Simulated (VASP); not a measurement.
Write the native input for VASP 6.6.1 that does the following.

- Task: relaxation of cell and atoms
- Functional: PBEsol
- Potentials or basis: VASP PAW PBE potentials, release 64 (In_d)
- Cutoff: 600 eV
- k mesh: 16 × 16 × 16
- Occupations: gaussian, width 0.1 eV
- Spin: no spin polarisation
- Dipole correction: no
- Further INCAR settings: ALGO = Normal; EDIFF = 1e-06; IBRION = 2; EDIFFG = -0.01; NSW = 80; ISIF = 3

The structure of In lies in POSCAR:

```
In
1.0
    0.0000000000      2.3445574813      2.3445574813
    2.3445574813      0.0000000000      2.3445574813
    2.3445574813      2.3445574813      0.0000000000
In
1
Direct
    0.0000000000      0.0000000000      0.0000000000
```

This isn't the form of In at room conditions, which is tetragonal.

One way to write it, as run:

INCAR

```
PREC     = Accurate       # precision mode
ENCUT    = 600            # plane-wave cutoff, eV
EDIFF    = 1E-6           # SCF threshold, eV
ISMEAR   = 0              # smearing method
SIGMA    = 0.1            # smearing width, eV
LREAL    = F              # projectors in reciprocal space
LASPH    = T              # aspherical terms in the spheres
NELM     = 80             # most SCF steps
ALGO     = Normal         # electronic algorithm
ISIF     = 3              # what is computed and relaxed
LWAVE    = F              # write WAVECAR
LCHARG   = F              # write CHGCAR
GGA      = PS             # functional
IBRION   = 2              # ionic algorithm
NSW      = 80             # ionic steps
EDIFFG   = -0.01          # ionic threshold
```

KPOINTS

```
Automatic mesh
0
Gamma
  16 16 16
```

Potentials or basis: VASP PAW PBE potentials, release 64 (In_d).

The run is started by

```bash
$ cat potpaw_PBE.64/In_d/POTCAR > POTCAR
$ mpirun -np 1 vasp_std > vasp.out
```

Results of the run:

The relaxed volume is 25.62 Å³/atom. The relaxed cell is a = 3.309 Å, b = 3.309 Å, c = 3.309 Å, α = 60.00°, β = 60.00°, γ = 60.00°, the space group after relaxing (to 0.1 Å) is Fm-3m (No. 225) and the energy gained by relaxing is 0.1 meV/atom. The ionic steps are 2 and the pressure after relaxing is 0.0 GPa. The band gap on the k mesh is zero (an odd number of electrons rules out a gap without spin polarisation).

Caveat: the PAW data sets were made with another functional, which shifts forces and pressure a little; spin-orbit coupling is left out, which moves the levels of the heavy elements.

It took 78 s on 1 thread of Intel Xeon 8259CL, with other jobs on the host, peak memory 0.2 GiB.
